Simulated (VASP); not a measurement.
Ga3Sb, 4 atoms in the cell. The structure is tetragonal, space group I4/mmm (No. 139). The conventional cell has a = 4.775 Å, b = 4.775 Å, c = 7.326 Å, α = 90.00°, β = 90.00°, γ = 90.00°. Ga (site symmetry -4m2) has 10 Ga at 3.01 to 3.66 Å and 4 Sb at 3.01 Å within 4.0 Å. Ga (site symmetry 4/mmm) has 8 Ga at 3.01 Å and 6 Sb at 3.38 to 3.66 Å within 4.0 Å. Sb (site symmetry 4/mmm) has 14 Ga at 3.01 to 3.66 Å within 4.0 Å. 

| Quantity | Value |
| --- | --- |
| Program | VASP 6.6.1 |
| Task | single point |
| Functional | PBE |
| Dispersion | D3(BJ) |
| Potentials or basis | VASP PAW PBE potentials, release 64 (Ga_d, Sb) |
| Cutoff | 520 eV |
| k mesh | 14 × 14 × 14 |
| Occupations | gaussian, width 0.15 eV |
| Spin | no spin polarisation |
| Dipole correction | no |
| Further INCAR settings | ALGO = Fast; EDIFF = 1e-07; NBANDS = 30 |

Potentials or basis: VASP PAW PBE potentials, release 64 (Ga_d, Sb).

Command:

```console
$ cat potpaw_PBE.64/Ga_d/POTCAR potpaw_PBE.64/Sb/POTCAR > POTCAR
$ mpirun -np 1 vasp_std > vasp.out
```

Hardware: 1 thread of Oxide Virtual Turin-like Processor (shared host).

Task: How long does it take, and how much memory?

Result: Run time: 16 min on 1 thread of Oxide Virtual Turin-like Processor (shared host), peak memory 0.59 GiB. Counts: scf iterations 14, k points 244.
